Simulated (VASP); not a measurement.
# CaO (P6_3/mmc) in VASP: a series of runs

The runs below take CaO through single point, with PBE.

Program: VASP 6.6.1. These are calculated values, not measurements. Logs are shortened: lines on timing, memory, paths and dates and some standing lists are left out, and cuts for length are marked.

### 1 The cell of the first run

Symmetry: P6_3/mmc, No. 194, hexagonal system. The conventional cell has a = 3.402 Å, b = 3.402 Å, c = 5.791 Å, α = 90.00°, β = 90.00°, γ = 120.00°. Ca (site symmetry -3m) has 6 O at 2.44 Å and 2 Ca at 2.90 Å within 3.2 Å. O (site symmetry -6m2) has 6 Ca at 2.44 Å within 3.2 Å.

### 2 Single point, PBE (epitaxial xy strain +2.5%)

INCAR reads:

```
SYSTEM = CaO
  PREC = Accurate
  ENCUT = 520
  EDIFF = 1E-6
  ISMEAR = -1
  SIGMA = 0.02
  LREAL = .False.
  LASPH = .True.
  NELM = 80
  ALGO = Normal
  ISIF = 2
  LWAVE = .False.
  LCHARG = .False.
  GGA = PE
  NBANDS = 24
```

KPOINTS reads:

```
regular mesh
0
Gamma
  12 12 4
  0 0 0
```

POSCAR reads:

```
CaO
1.0
    3.4022710634      0.0000000000      0.0000000000
   -1.7011355317      2.9464531715      0.0000000000
    0.0000000000      0.0000000000      5.7912799519
Ca O
2 2
Direct
    0.0000000000      0.0000000000      0.0000000000
    0.0000000000      0.0000000000      0.5000000000
    0.3333333333      0.6666666667      0.2500000000
    0.6666666667      0.3333333333      0.7500000000
```

Potentials or basis: VASP PAW PBE potentials, release 64 (Ca_sv, O).

Started as:

```bash
cat potpaw_PBE.64/Ca_sv/POTCAR potpaw_PBE.64/O/POTCAR > POTCAR
mpirun -np 1 vasp_std > vasp.out
```

OUTCAR:

```text
SYSTEM = CaO
   PREC = Accurate
   ENCUT = 520
   EDIFF = 1E-6
   ISMEAR = -1
   LREAL = .False.
   LASPH = .True.
   NELM = 80
   ISIF = 2
   GGA = PE

 ion  position               nearest neighbor table
   1  0.000  0.000  0.000-   3 2.44   4 2.44   4 2.44   3 2.44   4 2.44   3 2.44   2 2.90   2 2.90

   2  0.000  0.000  0.500-   3 2.44   4 2.44   4 2.44   3 2.44   4 2.44   3 2.44   1 2.90   1 2.90

   3  0.333  0.667  0.250-   1 2.44   2 2.44   1 2.44   2 2.44   1 2.44   2 2.44
   4  0.667  0.333  0.750-   1 2.44   2 2.44   1 2.44   2 2.44   1 2.44   2 2.44

  LATTYP: Found a hexagonal cell.
 ALAT       =     3.4022710634
 C/A-ratio  =     1.7021806446

  Lattice vectors:

 A1 = (   3.4022710634,   0.0000000000,   0.0000000000)
 A2 = (  -1.7011355317,   2.9464531715,   0.0000000000)
 A3 = (   0.0000000000,   0.0000000000,   5.7912799519)

Analysis of symmetry for initial positions (statically):
=====================================================================
 Subroutine PRICEL returns:
 Original cell was already a primitive cell.

 Routine SETGRP: Setting up the symmetry group for a
 hexagonal supercell.

 Subroutine GETGRP returns: Found 24 space group operations
 (whereof 12 operations were pure point group operations)
 out of a pool of 24 trial point group operations.

The static configuration has the point symmetry D_3d.
 The point group associated with its full space group is D_6h.

Analysis of symmetry for dynamics (positions and initial velocities):
=====================================================================
 Subroutine PRICEL returns:
 Original cell was already a primitive cell.

 Routine SETGRP: Setting up the symmetry group for a
 hexagonal supercell.

 Subroutine GETGRP returns: Found 24 space group operations
 (whereof 12 operations were pure point group operations)
 out of a pool of 24 trial point group operations.

The dynamic configuration has the point symmetry D_3d.
 The point group associated with its full space group is D_6h.

 Subroutine INISYM returns: Found 24 space group operations
 (whereof 12 operations are pure point group operations),
 and found     1 'primitive' translations

----------------------------------------------------------------------------------------

                                     Primitive cell

  volume of cell :      58.0555
[... 85 lines left out ...]
   ISTART =      0    job   : 0-new  1-cont  2-samecut
   ICHARG =      2    charge: 1-file 2-atom 10-const
   ISPIN  =      1    spin polarized calculation?
   LNONCOLLINEAR =      F non collinear calculations
   LSORBIT =      F    spin-orbit coupling
   LASPH  =      T    aspherical Exc in radial PAW
   ENCUT  =  520.0 eV  38.22 Ry    6.18 a.u.   6.33  6.33 10.77*2*pi/ulx,y,z
   NELM   =     80;   NELMIN=  2; NELMDL= -5     # of ELM steps
   EDIFF  = 0.1E-05   stopping-criterion for ELM
   LREAL  =      F    real-space projection
   EDIFFG = 0.1E-04   stopping-criterion for IOM
   NSW    =      0    number of steps for IOM
   IBRION =     -1    ionic relax: 0-MD 1-quasi-New 2-CG
   NFREE  =      0    steps in history (QN), initial steepest desc. (CG)
   ISIF   =      2    stress and relaxation
   ISYM   =      2    0-nonsym 1-usesym 2-fastsym
   POTIM  = 0.5000    time-step for ionic-motion
   TEBEG  =    0.0;   TEEND  =   0.0 temperature during run
   PSTRESS=    0.0 pullay stress
   NELECT =      32.0000    total number of electrons
   NUPDOWN=      -1.0000    fix difference up-down
   EMIN   =  10.00;   EMAX   =-10.00  energy-range for DOS
   EFERMI =   0.00;   METHOD = LEGACY
   ISMEAR =    -1;   SIGMA  =   0.02  broadening in eV -4-tet -1-fermi 0-gaus
   EFERMI_NEDOS =   21; number of points for ismear=-14 and -15
   IALGO  =     38    algorithm
   IMIX   =      4    mixing-type and parameters
     AMIX     =   0.40;   BMIX     =  1.00
     AMIX_MAG =   1.60;   BMIX_MAG =  1.00
  volume/ion in A,a.u.               =      14.51        97.94
  Fermi-wavevector in a.u.,A,eV,Ry     =   1.342282  2.536545 24.513908  1.801721
  Thomas-Fermi vector in A             =   2.470448
   LORBIT       =      0    0 simple, 1 ext, 2 COOP (PROOUT), +10 PAW based schemes
   GGA     = PE    functional components
   LHFCALC =     F    Hartree Fock is set to
   AEXX    =    0.0000 exact exchange contribution
   IVDW    =     0    specifies the selected vdW correction
   LEPSILON=     F    determine dielectric tensor
   LRPA    =     F    only Hartree local field effects (RPA)
 non-spin polarized calculation
  energy-cutoff  :      520.00
  volume of cell :       58.06
 maximum number of plane-waves:      1581
 NGX is ok and might be reduce to    28
   NGX = 13   NGY = 13   NGZ = 21

 number of electron      32.0000004 magnetization

 Free energy of the ion-electron system (eV)
  ---------------------------------------------------
  ext. energy  EPLUGINS =         0.00000000
  ---------------------------------------------------
  free energy    TOTEN  =       -24.93858898 eV

  energy without entropy =      -24.93858898  energy(sigma->0) =      -24.93858898

 E-fermi :   2.6652     XC(G=0): -10.2393

 val. band max:        2.1784914198   @ k =   0.0000   0.0000   0.0000
 cond. band min:       6.0629779191   @ k =   0.0000   0.0000   0.0000
 fundamental gap:      3.8844864993
 Fermi energy:         2.6652227909

 k-point     1 :       0.0000    0.0000    0.0000
  band No.  band energies     occupation
      1     -36.0151      2.00000
      2     -35.8432      2.00000
      3     -18.0194      2.00000
      4     -16.7935      2.00000
      5     -16.7935      2.00000
      6     -16.6547      2.00000
[... 637 lines left out ...]
     23      10.4286      0.00000
     24      10.7010      0.00000

 [... further k-points ...]
[... 5 lines left out ...]
  --------------------------------------------------------------------------------------
  -------------------------------------------------------------------------------------
  Total       -1.3331764     -1.3331764      1.2654017      0.0000000      0.0000000     -0.0000000
  in kB      -36.7921523    -36.7921523     34.9217480      0.0000000      0.0000000     -0.0000000
  external PRESSURE =     -12.8875188 kB  Pullay stress =       0.0000000 kB

 VOLUME and BASIS-vectors are now :
 -----------------------------------------------------------------------------
  energy-cutoff  :      520.00
  volume of cell :       58.06
      direct lattice vectors                 reciprocal lattice vectors
     3.402271063  0.000000000  0.000000000     0.293921319  0.169695553  0.000000000
    -1.701135532  2.946453171  0.000000000     0.000000000  0.339391106  0.000000000
     0.000000000  0.000000000  5.791279952     0.000000000  0.000000000  0.172673400

 POSITION                                       TOTAL-FORCE (eV/Angst)
 -----------------------------------------------------------------------------------
      0.00000      0.00000      0.00000         0.000000      0.000000      0.000000
      0.00000      0.00000      2.89564         0.000000      0.000000      0.000000
     -0.00000      1.96430      1.44782        -0.000000     -0.000000      0.000000
      1.70114      0.98215      4.34346         0.000000      0.000000     -0.000000
 -----------------------------------------------------------------------------------
    total drift:                                0.000000     -0.000000      0.000000

  FREE ENERGIE OF THE ION-ELECTRON SYSTEM (eV)
  ---------------------------------------------------
  free  energy   TOTEN  =       -24.9385889817 eV

  energy  without entropy=      -24.9385889817  energy(sigma->0) =      -24.93858898
```

Wall time 2.4 min (1 thread of Intel Xeon 8259CL, shared host); peak memory 0.22 GiB.

What came out:

| Item | Value |
| --- | --- |
| Free energy | -24.9386 eV |
| Pressure | -1.3 GPa |
| Band gap on the k mesh | 3.88 eV |

Caveat: the cell differs from its parent crystal (epitaxial xy strain +2.5%); the stress differs along the axes, from -4 to 3 GPa. A k mesh can miss the band edges.

### 3 Single point, PBE (biaxial xy strain +3.7%)

INCAR reads:

```
SYSTEM = CaO
PREC     = Accurate       ! precision mode
ENCUT    = 520            ! plane-wave cutoff, eV
EDIFF    = 1E-6           ! SCF threshold, eV
ISMEAR   = -1             ! smearing method
SIGMA    = 0.02           ! smearing width, eV
LREAL    = .FALSE.        ! projectors in reciprocal space
LASPH    = .TRUE.         ! aspherical terms in the spheres
NELM     = 80             ! most SCF steps
ALGO     = Normal         ! electronic algorithm
ISIF     = 2              ! what is computed and relaxed
LWAVE    = .FALSE.        ! write WAVECAR
LCHARG   = .FALSE.        ! write CHGCAR
GGA      = PE             ! functional
NBANDS   = 24             ! bands
```

KPOINTS reads:

```
Automatic mesh
0
G
  12 12 4
  0 0 0
```

POSCAR reads:

```
CaO
1.0
    3.4434382777      0.0000000000      0.0000000000
   -1.7217191388      2.9821050248      0.0000000000
    0.0000000000      0.0000000000      5.8143085363
Ca O
2 2
Direct
    0.0000000000      0.0000000000      0.0000000000
    0.0000000000      0.0000000000      0.5000000000
    0.3333333333      0.6666666667      0.2500000000
    0.6666666667      0.3333333333      0.7500000000
```

Potentials or basis: VASP PAW PBE potentials, release 64 (Ca_sv, O).

Started as:

```bash
cat potpaw_PBE.64/Ca_sv/POTCAR potpaw_PBE.64/O/POTCAR > POTCAR
mpirun -np 1 vasp_std > vasp.out
```

OUTCAR:

```text
SYSTEM = CaO
   PREC = Accurate
   ENCUT = 520
   EDIFF = 1E-6
   ISMEAR = -1
   LREAL = .FALSE.
   LASPH = .TRUE.
   NELM = 80
   ISIF = 2
   GGA = PE

 ion  position               nearest neighbor table
   1  0.000  0.000  0.000-   3 2.46   4 2.46   3 2.46   4 2.46   4 2.46   3 2.46   2 2.91   2 2.91

   2  0.000  0.000  0.500-   3 2.46   4 2.46   3 2.46   4 2.46   4 2.46   3 2.46   1 2.91   1 2.91

   3  0.333  0.667  0.250-   1 2.46   2 2.46   1 2.46   2 2.46   1 2.46   2 2.46
   4  0.667  0.333  0.750-   1 2.46   2 2.46   1 2.46   2 2.46   1 2.46   2 2.46

[... 851 lines left out ...]
  --------------------------------------------------------------------------------------
  -------------------------------------------------------------------------------------
  Total       -2.4743402     -2.4743402      0.7475086     -0.0000000      0.0000000      0.0000000
  in kB      -66.3982575    -66.3982575     20.0591941     -0.0000000      0.0000000      0.0000000
  external PRESSURE =     -37.5791069 kB  Pullay stress =       0.0000000 kB

 VOLUME and BASIS-vectors are now :
 -----------------------------------------------------------------------------
  energy-cutoff  :      520.00
  volume of cell :       59.71
      direct lattice vectors                 reciprocal lattice vectors
     3.443438278  0.000000000  0.000000000     0.290407412  0.167666798  0.000000000
    -1.721719139  2.982105025  0.000000000     0.000000000  0.335333595  0.000000000
     0.000000000  0.000000000  5.814308536     0.000000000  0.000000000  0.171989497

 POSITION                                       TOTAL-FORCE (eV/Angst)
 -----------------------------------------------------------------------------------
      0.00000      0.00000      0.00000         0.000000      0.000000      0.000000
      0.00000      0.00000      2.90715         0.000000      0.000000      0.000000
     -0.00000      1.98807      1.45358        -0.000000      0.000000      0.000000
      1.72172      0.99404      4.36073         0.000000     -0.000000     -0.000000
 -----------------------------------------------------------------------------------
    total drift:                                0.000000     -0.000000      0.000000

  FREE ENERGIE OF THE ION-ELECTRON SYSTEM (eV)
  ---------------------------------------------------
  free  energy   TOTEN  =       -24.8980063203 eV

  energy  without entropy=      -24.8980063203  energy(sigma->0) =      -24.89800632
```

OSZICAR:

```text
N       E                     dE             d eps       ncg     rms          rms(c)
DAV:   1     0.312326041163E+03    0.31233E+03   -0.16423E+04  2736   0.135E+03
DAV:   2    -0.533766818636E+01   -0.31766E+03   -0.30075E+03  3168   0.385E+02
DAV:   3    -0.277157378627E+02   -0.22378E+02   -0.22193E+02  4560   0.991E+01
DAV:   4    -0.283692289314E+02   -0.65349E+00   -0.65283E+00  3600   0.150E+01
DAV:   5    -0.283776899003E+02   -0.84610E-02   -0.84606E-02  4048   0.157E+00    0.122E+01
DAV:   6    -0.249463380854E+02    0.34314E+01   -0.19014E+01  3792   0.274E+01    0.522E+00
DAV:   7    -0.249014376028E+02    0.44900E-01   -0.19825E+00  3592   0.900E+00    0.262E+00
DAV:   8    -0.249052685455E+02   -0.38309E-02   -0.25933E-01  3088   0.358E+00    0.781E-01
DAV:   9    -0.248963084824E+02    0.89601E-02   -0.82843E-02  4448   0.155E+00    0.195E-01
DAV:  10    -0.248981214332E+02   -0.18130E-02   -0.88492E-03  3352   0.629E-01    0.835E-02
DAV:  11    -0.248980491109E+02    0.72322E-04   -0.20189E-03  3616   0.246E-01    0.521E-02
DAV:  12    -0.248980051679E+02    0.43943E-04   -0.26753E-04  3448   0.105E-01    0.614E-03
DAV:  13    -0.248980062364E+02   -0.10685E-05   -0.17227E-05  3968   0.258E-02    0.423E-03
DAV:  14    -0.248980063203E+02   -0.83859E-07   -0.28832E-07  1920   0.384E-03
   1 F= -.24898006E+02 E0= -.24898006E+02  d E =-.747453E-12
```

Wall time 2.5 min (1 thread of Intel Xeon 8259CL, shared host); peak memory 0.23 GiB.

Results:

```yaml
Free_energy: -24.8980 eV
Pressure: -3.8 GPa
Band_gap_on_the_k_mesh: 3.86 eV
```

Stress tensor (GPa, compression positive):
```
-6.64  0.00  0.00
 0.00 -6.64  0.00
 0.00  0.00  2.01
```

Caveat: the cell differs from its parent crystal (biaxial xy strain +3.7%); the stress differs along the axes, from -7 to 2 GPa.
